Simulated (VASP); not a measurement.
# Ti2B3: single point with PBE

Crystal: Ti2B3.

```
Ti B
1.0
     3.17221    0.00000    0.00000
     0.00000    3.17221    0.00000
     0.00000    0.00000    4.67229
Ti B
2 3
Direct
  0.00000 0.00000 0.72113
  0.50000 0.50000 0.28981
  0.50000 0.00000 0.99346
  0.00000 0.50000 0.99346
  0.00000 0.00000 0.27214
```

The cell was built from a structure type or drawn by symmetry, and may not be a known phase.

- Program: VASP 6.6.1
- Task: single point
- Functional: PBE
- Potentials or basis: VASP PAW PBE potentials, release 64 (Ti_sv, B)
- Cutoff: 520 eV
- k mesh: 6 × 6 × 4
- Occupations: gaussian, width 0.1 eV
- Spin: no spin polarisation

```json
{
 "Pressure": "36.1 GPa",
 "Largest force": "4.041 eV/Å",
 "Band gap on the k mesh": "zero (an odd number of electrons rules out a gap without spin polarisation)"
}
```

Forces in eV/Å, atoms in the order of the input:
```
Ti   0.000  0.000 -2.375
Ti   0.000  0.000  4.041
B    0.000  0.000  1.013
B    0.000  0.000  1.013
B    0.000  0.000 -3.693
```

Stress tensor (GPa, compression positive):
```
30.70  0.00  0.00
 0.00 30.70  0.00
 0.00  0.00 46.74
```

Levels at points of the mesh, in eV from the Fermi level:
```
           k point  band 12  band 13  band 14  band 15  band 16  band 17  band 18  band 19  band 20  band 21
(0.00, 0.00, 0.00)    -4.22    -3.93    -3.87    -1.94     0.76     0.76     1.26     1.52     2.03     2.03
(0.50, 0.00, 0.00)    -4.02    -3.57    -3.34    -1.20    -0.53    -0.42     0.86     1.33     1.68     2.41
(0.50, 0.50, 0.00)    -6.01    -2.62    -2.62    -2.53    -0.52    -0.52     1.62     2.08     2.62     2.74
(0.00, 0.00, 0.50)    -4.37    -3.53    -2.90    -2.59    -0.32     0.39     0.39     1.69     2.80     3.29
(0.50, 0.00, 0.50)    -4.71    -4.12    -2.30    -1.68     0.12     0.66     0.95     1.15     2.42     2.65
(0.50, 0.50, 0.50)    -5.55    -4.46    -1.95    -1.95    -1.08    -1.08    -0.10     2.63     2.75     3.37
```

Run time: 14 s on 1 thread of Intel(R) Xeon(R) 6975P-C (Granite Rapids), on a shared host, peak memory 0.16 GiB.

Caveat: the cell stands under pressure; forces of over 1 eV/Å act on the atoms, so gaps and moduli don't describe the material at rest.
